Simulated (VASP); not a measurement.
# RbAu2 (P6/mmm) in VASP: notebook, part 2 of 2

VASP 6.6.1. Earlier steps stand in the parts before.

## (3) Single point, PBE

Input file INCAR:

```
SYSTEM = RbAu2
PREC = Accurate
ENCUT = 520
EDIFF = 1E-6
ISMEAR = 0
SIGMA = 0.1
LREAL = .False.
LASPH = .True.
NELM = 80
ALGO = Fast
ISIF = 2
LWAVE = .False.
LCHARG = .True.
GGA = PE
LELF = .True.
LVHAR = .True.
NBANDS = 22
```

Input file KPOINTS:

```
Automatic mesh
0
Gamma
  12 12 10
  0 0 0
```

Input file POSCAR:

```
RbAu2
1.0
    4.7241552993     -0.0000000289      0.0000000000
   -2.3620776246      4.0912385150      0.0000000000
    0.0000000000      0.0000000000      4.9861862000
Rb Au
1 2
Direct
    0.0000000000      0.0000000000      0.5000000000
    0.3333333333      0.6666666667      0.0000000000
    0.6666666667      0.3333333333      0.0000000000
```

Potentials or basis: VASP PAW PBE potentials, release 64 (Rb_sv, Au).

The run is started by

```sh
cat potpaw_PBE.64/Rb_sv/POTCAR potpaw_PBE.64/Au/POTCAR > POTCAR
mpirun -np 1 vasp_std > vasp.out
```

OUTCAR:

```text
SYSTEM = RbAu2
   PREC = Accurate
   ENCUT = 520
   EDIFF = 1E-6
   ISMEAR = 0
   LREAL = .False.
   LASPH = .True.
   NELM = 80
   ISIF = 2
   GGA = PE

 ion  position               nearest neighbor table
   1  0.000  0.000  0.500-   2 3.70   3 3.70   2 3.70   3 3.70   2 3.70   2 3.70   3 3.70   3 3.70
                             3 3.70   3 3.70   2 3.70   2 3.70
   2  0.333  0.667  0.000-   3 2.73   3 2.73   3 2.73   1 3.70   1 3.70   1 3.70   1 3.70   1 3.70
                             1 3.70
   3  0.667  0.333  0.000-   2 2.73   2 2.73   2 2.73   1 3.70   1 3.70   1 3.70   1 3.70   1 3.70
                             1 3.70

  LATTYP: Found a hexagonal cell.
[... 800 lines left out ...]
  --------------------------------------------------------------------------------------
  -------------------------------------------------------------------------------------
  Total       -0.0420081     -0.0420081     -0.0180365     -0.0000000     -0.0000000     -0.0000000
  in kB       -0.6983878     -0.6983878     -0.2998577     -0.0000000     -0.0000000     -0.0000000
  external PRESSURE =      -0.5655444 kB  Pullay stress =       0.0000000 kB

 VOLUME and BASIS-vectors are now :
 -----------------------------------------------------------------------------
  energy-cutoff  :      520.00
  volume of cell :       96.37
      direct lattice vectors                 reciprocal lattice vectors
     4.724155299 -0.000000029  0.000000000     0.211678055  0.122212380  0.000000000
    -2.362077625  4.091238515  0.000000000     0.000000001  0.244424763  0.000000000
     0.000000000  0.000000000  4.986186200     0.000000000  0.000000000  0.200554083

 POSITION                                       TOTAL-FORCE (eV/Angst)
 -----------------------------------------------------------------------------------
      0.00000      0.00000      2.49309         0.000000      0.000000      0.000000
      0.00000      2.72749      0.00000         0.000000     -0.000000      0.000000
      2.36208      1.36375      0.00000        -0.000000      0.000000     -0.000000
 -----------------------------------------------------------------------------------
    total drift:                                0.000000      0.000000      0.000000

  FREE ENERGIE OF THE ION-ELECTRON SYSTEM (eV)
  ---------------------------------------------------
  free  energy   TOTEN  =        -8.0748038614 eV

  energy  without entropy=       -8.0721069334  energy(sigma->0) =       -8.07345540
```

stdout:

```text
POSCAR found type information on POSCAR RbAu
 POSCAR found :  2 types and       3 ions
 scaLAPACK will be used
 LDA part: xc-table for (Slater+PW92), standard interpolation
 POSCAR, INCAR and KPOINTS ok, starting setup
 FFT: planning ... GRIDC
 FFT: planning ... GRID_SOFT
 FFT: planning ... GRID
 WAVECAR not read
 entering main loop
WARNING in EDDRMM: call to ZHEGV failed, returncode =   6  3      5
WARNING in EDDRMM: call to ZHEGV failed, returncode =   6  3     17
```

Run time: 3.5 min. Hardware: 1 thread of Intel Xeon Platinum 8259CL at 2.50GHz (Skylake/Cascade Lake), shared host; peak memory 0.38 GiB.

What came out:

```
Free energy            : -8.0748 eV
Pressure               : -0.1 GPa
Band gap on the k mesh : zero (an odd number of electrons rules out a gap without spin polarisation)
```

Levels at points of the mesh, in eV from the Fermi level:
| k point | band 13 | band 14 | band 15 | band 16 | band 17 | band 18 | band 19 | band 20 |
| --- | --- | --- | --- | --- | --- | --- | --- | --- |
| (0.00, 0.00, 0.00) | -2.67 | -2.55 | -2.55 | 2.74 | 3.96 | 3.96 | 4.01 | 4.91 |
| (0.50, 0.00, 0.00) | -2.29 | -2.04 | -1.99 | -0.99 | 2.94 | 3.31 | 4.35 | 6.48 |
| (0.00, 0.00, 0.50) | -2.54 | -2.49 | -2.49 | -0.53 | 5.55 | 5.65 | 5.65 | 6.06 |
| (0.50, 0.00, 0.50) | -2.31 | -1.99 | -1.24 | -1.05 | 2.33 | 2.36 | 2.40 | 6.55 |

Caveat: spin-orbit coupling is left out, which moves the levels of the heavy elements.

## (4) Relaxation of cell and atoms, PBE

Input file INCAR:

```
SYSTEM = RbAu2
ALGO = Fast
EDIFF = 1E-6
EDIFFG = -0.01
ENCUT = 600
GGA = PE
IBRION = 2
ISIF = 3
ISMEAR = 0
LASPH = .True.
LCHARG = .False.
LREAL = .False.
LWAVE = .False.
NELM = 100
NSW = 100
PREC = Accurate
SIGMA = 0.1
```

Input file KPOINTS:

```
k-points
0
Gamma
  12 12 10
  0 0 0
```

Input file POSCAR:

```
RbAu2
1.0
    4.7241553000      0.0000000000      0.0000000000
   -2.3620776000      4.0912385000      0.0000000000
    0.0000000000      0.0000000000      4.9861862000
Rb Au
1 2
Direct
    0.0000000000      0.0000000000      0.5000000000
    0.3333333000      0.6666667000      0.0000000000
    0.6666667000      0.3333333000      0.0000000000
```

Potentials or basis: VASP PAW PBE potentials, release 64 (Rb_sv, Au).

The run is started by

```sh
cat potpaw_PBE.64/Rb_sv/POTCAR potpaw_PBE.64/Au/POTCAR > POTCAR
mpirun -np 1 vasp_std > vasp.out
```

OUTCAR:

```text
SYSTEM = RbAu2
   EDIFF = 1E-6
   EDIFFG = -0.01
   ENCUT = 600
   GGA = PE
   IBRION = 2
   ISIF = 3
   ISMEAR = 0
   LASPH = .True.
   LREAL = .False.
   NELM = 100
   NSW = 100
   PREC = Accurate

 ion  position               nearest neighbor table
   1  0.000  0.000  0.500-   2 3.70   3 3.70   2 3.70   3 3.70   2 3.70   2 3.70   3 3.70   3 3.70
                             3 3.70   3 3.70   2 3.70   2 3.70
   2  0.333  0.667  0.000-   3 2.73   3 2.73   3 2.73   1 3.70   1 3.70   1 3.70   1 3.70   1 3.70
                             1 3.70
[... 733 lines left out ...]
  --------------------------------------------------------------------------------------
  -------------------------------------------------------------------------------------
  Total       -0.0186227     -0.0186227      0.0058386     -0.0000000      0.0000000      0.0000000
  in kB       -0.3096041     -0.3096041      0.0970669     -0.0000000      0.0000000      0.0000000
  external PRESSURE =      -0.1740471 kB  Pullay stress =       0.0000000 kB

 VOLUME and BASIS-vectors are now :
 -----------------------------------------------------------------------------
  energy-cutoff  :      600.00
  volume of cell :       96.37
      direct lattice vectors                 reciprocal lattice vectors
     4.724155300  0.000000000  0.000000000     0.211678054  0.122212379  0.000000000
    -2.362077600  4.091238500  0.000000000     0.000000000  0.244424763  0.000000000
     0.000000000  0.000000000  4.986186200     0.000000000  0.000000000  0.200554083

 POSITION                                       TOTAL-FORCE (eV/Angst)
 -----------------------------------------------------------------------------------
      0.00000      0.00000      2.49309         0.000000     -0.000000     -0.000000
     -0.00000      2.72749      0.00000         0.000000      0.000000     -0.000000
      2.36208      1.36375      0.00000        -0.000000     -0.000000      0.000000
 -----------------------------------------------------------------------------------
    total drift:                               -0.000000      0.000000      0.000000

  FREE ENERGIE OF THE ION-ELECTRON SYSTEM (eV)
  ---------------------------------------------------
  free  energy   TOTEN  =        -8.0748566669 eV

  energy  without entropy=       -8.0721600695  energy(sigma->0) =       -8.07350837

 reached required accuracy - stopping structural energy minimisation
```

CONTCAR:

```text
RbAu2
   1.00000000000000
     4.7241552999999996    0.0000000000000000    0.0000000000000000
    -2.3620776000000001    4.0912385000000002    0.0000000000000000
     0.0000000000000000    0.0000000000000000    4.9861861999999997
  Rb              Au
     1     2
Direct
     0.0000000000000000    0.0000000000000000    0.5000000000000000
     0.3333332999999996    0.6666667000000004    0.0000000000000000
     0.6666667000000004    0.3333332999999996    0.0000000000000000

  0.00000000E+00  0.00000000E+00  0.00000000E+00
  0.00000000E+00  0.00000000E+00  0.00000000E+00
  0.00000000E+00  0.00000000E+00  0.00000000E+00
```

It took 3.6 min on 1 thread of Intel Xeon Platinum 8259CL at 2.50GHz (Skylake/Cascade Lake), shared host; peak memory 0.43 GiB.

Results:

* Free energy: -8.0749 eV
* Pressure after relaxing: 0.0 GPa
* Band gap on the k mesh: zero (an odd number of electrons rules out a gap without spin polarisation)

Final structure:
```yaml
crystal:
  lattice:
    - [4.72416, 0.00000, 0.00000]
    - [-2.36208, 4.09124, 0.00000]
    - [0.00000, 0.00000, 4.98619]
  atoms:
    - { symbol: Rb, position: [0.00000, 0.00000, 0.50000] }
    - { symbol: Au, position: [0.33333, 0.66667, 0.00000] }
    - { symbol: Au, position: [0.66667, 0.33333, 0.00000] }
```

Caveat: spin-orbit coupling is left out, which moves the levels of the heavy elements.

## (5) Overview

```tsv
task	cell	k mesh	cutoff (eV)	gap on the mesh (eV)	pressure (GPa)
single point	a = 4.724, b = 4.724, c = 4.986 Å, angles 90.0, 90.0, 120.0°, 3 atoms	6 × 6 × 4	520	none	-0.1
single point	a = 4.724, b = 4.724, c = 4.986 Å, angles 90.0, 90.0, 120.0°, 3 atoms	12 × 12 × 10	520	none	-0.1
relaxation of cell and atoms	relaxed from a = 4.724, b = 4.724, c = 4.986 Å, angles 90.0, 90.0, 120.0°, 3 atoms	12 × 12 × 10	600	none	0.0
```

Alike in all rows: level PBE; potentials or basis VASP PAW PBE potentials, release 64 (Rb_sv, Au); no spin polarisation; smearing gaussian 0.1 eV.

Caveats: spin-orbit coupling is left out, which moves the levels of the heavy elements.

Absolute energies hang on the potentials; compare differences alone.
